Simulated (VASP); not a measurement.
# Mg15PbS16 (a cell with a defect) in VASP: further runs

The runs below take Mg15PbS16 (a cell with a defect) through single point, with PBE.

Program: VASP 6.6.1. These are calculated values, not measurements. Logs are shortened: lines on timing, memory, paths and dates and some standing lists are left out, and cuts for length are marked.

## 1. The cell of the first run

The cell holds a defect, 32 atoms: a = 9.058 Å, b = 9.058 Å, c = 9.058 Å, α = 109.47°, β = 109.47°, γ = 109.47°.

## 2. Single point, PBE

File INCAR:

```
PREC = Accurate
ENCUT = 520
EDIFF = 1E-7
ISMEAR = 0
SIGMA = 0.01
LREAL = Auto
LASPH = T
NELM = 60
ALGO = Normal
ISIF = 2
LWAVE = F
LCHARG = F
GGA = PE
NBANDS = 92
```

File KPOINTS:

```
Automatic mesh
0
Gamma
  2 2 2
  0.5 0.5 0.5
```

File POSCAR:

```
Mg15PbS16
1.0
    5.2297549267      5.2297549267     -5.2297549267
   -5.2297549267     -5.2297549267     -5.2297549267
   -5.2297549267      5.2297549267      5.2297549267
Pb Mg S
1 15 16
Direct
    0.2500000000      0.0000000000      0.7500000000
    0.5025418937      0.7474581063      0.7500000000
    0.7500000000      0.5000000000      0.7500000000
    0.7500000000      0.0000000000      0.2500000000
   -0.0025418937      1.0000000000      0.0025418937
    0.2500000000      0.7474581063      0.0025418937
    0.5025418937      0.5050837874      0.0025418937
    0.7550837874      0.2525418937      0.0025418937
   -0.0025418937      0.2525418937      0.7500000000
    0.5025418937      0.0000000000      0.4974581063
    0.7449162126      0.7474581063      0.4974581063
   -0.0025418937      0.7474581063      0.2449162126
    0.2500000000      0.5000000000      0.2500000000
    0.5025418937      0.2525418937      0.2550837874
   -0.0025418937      0.4949162126      0.4974581063
    0.2500000000      0.2525418937      0.4974581063
    0.2500000000      0.2650602259      0.0150602259
    0.5150602259      0.0000000000      0.0150602259
    0.7500000000      0.7500000000      0.0000000000
    0.7500000000      0.2500000000      0.5000000000
    0.0000000000      0.2500000000      0.2500000000
    0.2500000000      0.0000000000      0.2500000000
    0.5000000000      0.7500000000      0.2500000000
    0.7500000000      0.5000000000      0.2500000000
    0.0000000000      0.5000000000      0.0000000000
    0.5150602259      0.2650602259      0.7500000000
    0.7500000000      0.0000000000      0.7500000000
   -0.0150602259      0.0000000000      0.4849397741
    0.2500000000      0.7349397741      0.4849397741
    0.5000000000      0.5000000000      0.5000000000
   -0.0150602259      0.7349397741      0.7500000000
    0.2500000000      0.5000000000      0.7500000000
```

Potentials or basis: VASP PAW PBE potentials, release 64 (Pb_d, Mg, S).

Run with:

```sh
$ cat potpaw_PBE.64/Pb_d/POTCAR potpaw_PBE.64/Mg/POTCAR potpaw_PBE.64/S/POTCAR > POTCAR
$ mpirun -np 1 vasp_std > vasp.out
```

OUTCAR:

```text
PREC = Accurate
   ENCUT = 520
   EDIFF = 1E-7
   ISMEAR = 0
   LREAL = Auto
   LASPH = T
   NELM = 60
   ISIF = 2
   GGA = PE

 ion  position               nearest neighbor table
   1  0.250  0.000  0.750-  17 2.77  18 2.77  26 2.77  28 2.77  29 2.77  31 2.77   9 3.74  10 3.74
                            16 3.74   8 3.74   7 3.74  14 3.74   2 3.74   5 3.74   6 3.74  12 3.74
   2  0.503  0.747  0.750-  19 2.59  30 2.59  27 2.62  32 2.62  18 2.64  29 2.64   1 3.74
   3  0.750  0.500  0.750-  26 2.46  31 2.46  25 2.61  19 2.61  30 2.61  20 2.61
   4  0.750  0.000  0.250-  18 2.46  28 2.46  20 2.61  21 2.61  23 2.61  19 2.61
   5  0.997  0.000  0.003-  21 2.59  19 2.59  22 2.62  27 2.62  17 2.64  31 2.64   1 3.74
   6  0.250  0.747  0.003-  23 2.59  25 2.59  22 2.62  32 2.62  31 2.64  18 2.64   1 3.74
   7  0.503  0.505  0.003-  19 2.59  23 2.59  24 2.62  32 2.62  26 2.64  17 2.64   1 3.74
   8  0.755  0.253  0.003-  25 2.59  21 2.59  24 2.62  27 2.62  26 2.64  18 2.64   1 3.74
   9  0.997  0.253  0.750-  20 2.59  25 2.59  27 2.62  32 2.62  28 2.64  17 2.64   1 3.74
  10  0.503  0.000  0.497-  23 2.59  20 2.59  22 2.62  27 2.62  26 2.64  29 2.64   1 3.74
  11  0.745  0.747  0.497-  30 2.59  23 2.59  27 2.62  24 2.62  28 2.64  31 2.64   1 3.74
  12  0.997  0.747  0.245-  19 2.59  25 2.59  24 2.62  22 2.62  28 2.64  29 2.64   1 3.74
  13  0.250  0.500  0.250-  17 2.46  29 2.46  23 2.61  25 2.61  21 2.61  30 2.61
  14  0.503  0.253  0.255-  20 2.59  30 2.59  24 2.62  22 2.62  17 2.64  18 2.64   1 3.74
  15  0.997  0.495  0.497-  20 2.59  21 2.59  24 2.62  32 2.62  31 2.64  29 2.64   1 3.74
  16  0.250  0.253  0.497-  21 2.59  30 2.59  22 2.62  32 2.62  26 2.64  28 2.64   1 3.74
  17  0.250  0.265  0.015-  13 2.46   7 2.64   9 2.64   5 2.64  14 2.64   1 2.77
  18  0.515  0.000  0.015-   4 2.46   2 2.64   6 2.64   8 2.64  14 2.64   1 2.77
  19  0.750  0.750  0.000-   2 2.59   7 2.59   5 2.59  12 2.59   4 2.61   3 2.61
  20  0.750  0.250  0.500-   9 2.59  15 2.59  14 2.59  10 2.59   3 2.61   4 2.61
  21  0.000  0.250  0.250-   5 2.59  16 2.59  15 2.59   8 2.59   4 2.61  13 2.61
  22  0.250  0.000  0.250-   5 2.62   6 2.62  10 2.62  12 2.62  14 2.62  16 2.62
[... 8 lines left out ...]
  31  0.985  0.735  0.750-   3 2.46   5 2.64   6 2.64  11 2.64  15 2.64   1 2.77
  32  0.250  0.500  0.750-   2 2.62   6 2.62   7 2.62   9 2.62  15 2.62  16 2.62

  LATTYP: Found a body centered cubic cell.
 ALAT       =    10.4595098534

  Lattice vectors:

 A1 = (   5.2297549267,   5.2297549267,  -5.2297549267)
 A2 = (  -5.2297549267,  -5.2297549267,  -5.2297549267)
 A3 = (  -5.2297549267,   5.2297549267,   5.2297549267)

Analysis of symmetry for initial positions (statically):
=====================================================================
 Subroutine PRICEL returns:
 Original cell was already a primitive cell.

 Routine SETGRP: Setting up the symmetry group for a
 body centered cubic supercell.

 Subroutine GETGRP returns: Found 48 space group operations
 (whereof  4 operations were pure point group operations)
 out of a pool of 48 trial point group operations.

The static configuration has the point symmetry C_2v.
[... 176 lines left out ...]
   LORBIT       =      0    0 simple, 1 ext, 2 COOP (PROOUT), +10 PAW based schemes
   GGA     = PE    functional components
   LHFCALC =     F    Hartree Fock is set to
   AEXX    =    0.0000 exact exchange contribution
   IVDW    =     0    specifies the selected vdW correction
   LEPSILON=     F    determine dielectric tensor
   LRPA    =     F    only Hartree local field effects (RPA)
 non-spin polarized calculation
 Gauss-broadening in eV      SIGMA  =   0.01
  energy-cutoff  :      520.00
  volume of cell :      572.14
 maximum number of plane-waves:     15375
 NGX is ok and might be reduce to    70
   NGX = 33   NGY = 33   NGZ = 33

 number of electron     139.9999976 magnetization

 Free energy of the ion-electron system (eV)
  ---------------------------------------------------
  ext. energy  EPLUGINS =         0.00000000
  ---------------------------------------------------
  free energy    TOTEN  =      -135.22606703 eV

  energy without entropy =     -135.22606703  energy(sigma->0) =     -135.22606703

 E-fermi :   4.3703     XC(G=0):  -9.7516

 val. band max:        4.3201351668   @ k =  -0.2500   0.2500   0.2500
 cond. band min:       7.3601745136   @ k =  -0.2500   0.2500   0.2500
 fundamental gap:      3.0400393468
 Fermi energy:         4.3703329353

 k-point     1 :       0.2500    0.2500    0.2500
  band No.  band energies     occupation
      1     -11.6067      2.00000
      2     -11.6067      2.00000
      3     -11.4743      2.00000
      4     -11.4743      2.00000
      5     -11.4742      2.00000
      6      -8.3645      2.00000
[... 74 lines left out ...]
     81       8.3354      0.00000
     82       8.7121      0.00000

 k-point     2 :      -0.2500    0.2500    0.2500
  band No.  band energies     occupation
      1     -11.6070      2.00000
      2     -11.6068      2.00000
      3     -11.4743      2.00000
      4     -11.4743      2.00000
      5     -11.4742      2.00000
      6      -8.6209      2.00000
[... 74 lines left out ...]
     81       9.1930      0.00000
     82       9.2014      0.00000
 [bands above 82 left out]

------------------------ aborting loop because EDIFF is reached ----------------------------------------

  FORCE on cell =-STRESS in cart. coord.  units (eV):
  Direction    XX          YY          ZZ          XY          YZ          ZX
  --------------------------------------------------------------------------------------
  -------------------------------------------------------------------------------------
  Total        9.0983666      9.0983666      9.0983666      0.0000000      0.0000000     -0.0000000
  in kB       25.4782745     25.4782745     25.4782745      0.0000000      0.0000000     -0.0000000
  external PRESSURE =      25.4782745 kB  Pullay stress =       0.0000000 kB

 VOLUME and BASIS-vectors are now :
 -----------------------------------------------------------------------------
  energy-cutoff  :      520.00
  volume of cell :      572.14
      direct lattice vectors                 reciprocal lattice vectors
     5.229754927  5.229754927 -5.229754927     0.000000000  0.095606775 -0.095606775
    -5.229754927 -5.229754927 -5.229754927    -0.095606775  0.000000000 -0.095606775
    -5.229754927  5.229754927  5.229754927    -0.095606775  0.095606775  0.000000000

 POSITION                                       TOTAL-FORCE (eV/Angst)
 -----------------------------------------------------------------------------------
     -2.61488      5.22975      2.61488        -0.000000     -0.000000      0.000000
     -5.20317      2.64146     -2.61488         0.002190      0.002190     -0.000000
     -2.61488      5.22975     -2.61488         0.000000     -0.000000     -0.000000
      2.61488      5.22975     -2.61488         0.000000     -0.000000     -0.000000
      5.20317      5.22975     -5.20317        -0.002190     -0.000000      0.002190
     -2.61488     -2.58829     -5.20317         0.000000      0.002190      0.002190
[... 24 lines left out ...]
     -2.61488      5.22975     -5.07223        -0.000000     -0.000000      0.006226
     -5.22975      2.61488      0.00000         0.000000     -0.000000      0.000000
 -----------------------------------------------------------------------------------
    total drift:                               -0.000000      0.000000      0.000000

  FREE ENERGIE OF THE ION-ELECTRON SYSTEM (eV)
  ---------------------------------------------------
  free  energy   TOTEN  =      -135.2260670313 eV

  energy  without entropy=     -135.2260670313  energy(sigma->0) =     -135.22606703
```

Run time: 3.2 min. Hardware: 1 thread of Intel Xeon 6975P-C (Granite Rapids), shared host; peak memory 0.69 GiB.

Results:

```yaml
Free_energy: -135.2261 eV
Pressure: 2.5 GPa
Largest_force: 0.006 eV/Å
Band_gap_on_the_k_mesh: 3.04 eV
```

Forces in eV/Å, atoms in the order of the input:
```
Pb   0.000  0.000  0.000
Mg   0.002  0.002  0.000
Mg   0.000  0.000  0.000
Mg   0.000  0.000  0.000
Mg  -0.002  0.000  0.002
Mg   0.000  0.002  0.002
Mg  -0.002  0.000 -0.002
Mg   0.000  0.002 -0.002
Mg  -0.002 -0.002  0.000
Mg   0.002  0.000 -0.002
Mg   0.000 -0.002  0.002
Mg   0.002 -0.002  0.000
Mg   0.000  0.000  0.000
Mg  -0.002  0.002  0.000
Mg   0.002  0.000  0.002
Mg   0.000 -0.002 -0.002
S   -0.006  0.000  0.000
S    0.000  0.006  0.000
S    0.000  0.000  0.000
S    0.000  0.000  0.000
S    0.000  0.000  0.000
S    0.000  0.000  0.000
S    0.000  0.000  0.000
S    0.000  0.000  0.000
S    0.000  0.000  0.000
S    0.000  0.000 -0.006
S    0.000  0.000  0.000
S    0.000 -0.006  0.000
S    0.006  0.000  0.000
S    0.000  0.000  0.000
S    0.000  0.000  0.006
S    0.000  0.000  0.000
```

Levels at points of the mesh, in eV from the valence-band top:
```tsv
k point	band 66	band 67	band 68	band 69	band 70	band 71	band 72	band 73	band 74	band 75
(0.25, 0.25, 0.25)	-0.71	-0.70	-0.70	-0.70	-0.24	3.43	3.43	3.43	3.86	3.86
```

Caveat: spin-orbit coupling is left out, which moves the levels of the heavy elements.

(Part 1 of 2 ends here.)
